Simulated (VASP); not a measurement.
Here is a VASP 6.6.1 calculation.

The input INCAR:

```
SYSTEM = BN
  PREC = Accurate
  ENCUT = 520
  EDIFF = 1E-7
  ISMEAR = 0
  SIGMA = 0.023
  LREAL = .FALSE.
  LASPH = .TRUE.
  NELM = 60
  ALGO = Normal
  ISIF = 2
  LWAVE = .FALSE.
  LCHARG = .FALSE.
  GGA = PE
  NBANDS = 16
```

Contents of KPOINTS:

```
Automatic mesh
0
G
  12 12 4
  0 0 0
```

File POSCAR:

```
BN
1.0
    2.4982400000      0.0000000000      0.0000000000
   -1.2491200000      2.1635393048      0.0000000000
    0.0000000000      0.0000000000      6.6357000000
N B
2 2
Direct
    0.6666666667      0.3333333333      0.2500000000
    0.3333333333      0.6666666667      0.7500000000
    0.6666666667      0.3333333333      0.7500000000
    0.3333333333      0.6666666667      0.2500000000
```

Potentials or basis: VASP PAW PBE potentials, release 64 (N, B).

Run with:

```sh
$ cat potpaw_PBE.64/N/POTCAR potpaw_PBE.64/B/POTCAR > POTCAR
$ mpirun -np 1 vasp_std > vasp.out
```

Task: Predict the band gap on the k mesh.

Result: 4.29 eV, indirect (least direct gap 4.66 eV).

Task: Estimate the pressure.

Result: 5.1 GPa.

Stress tensor (GPa, compression positive):
```
6.30 0.00 0.00
0.00 6.30 0.00
0.00 0.00 2.84
```

Caveat: this functional lacks dispersion, which binds the layers, so the pressure and a relaxed spacing across them are unreliable. A k mesh can miss the band edges.
